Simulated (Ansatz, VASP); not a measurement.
# BN: VASP beside Ansatz

```
CELL_PARAMETERS angstrom
0.00000 1.80750 1.80750
1.80750 0.00000 1.80750
1.80750 1.80750 0.00000
ATOMIC_POSITIONS crystal
B 0.00000 0.00000 0.00000
N 0.75000 0.75000 0.75000
```

Alike in both runs: task single point; functional LDA; k mesh 13 × 13 × 13; occupations fermi-dirac, width 0.03 eV; no spin polarisation.

|  | VASP | Ansatz |
| --- | --- | --- |
| version | VASP 6.6.1 | Ansatz 0.2.0 |
| potentials or method | VASP PAW LDA potentials, release 64 (B, N), cutoff 520 eV | all-electron LAPW, scalar-relativistic |

```tsv
	VASP	Ansatz	Ansatz less VASP
gap on the k mesh at the Fermi level (eV)	4.42	4.43	+0.009
pressure (GPa)	-10.1	-10.8	-0.79
```

LDA's correlation is that of Perdew and Zunger in VASP and of Perdew and Wang (1992) in Ansatz. Ansatz ran all-electron here, and VASP with PAW potentials.
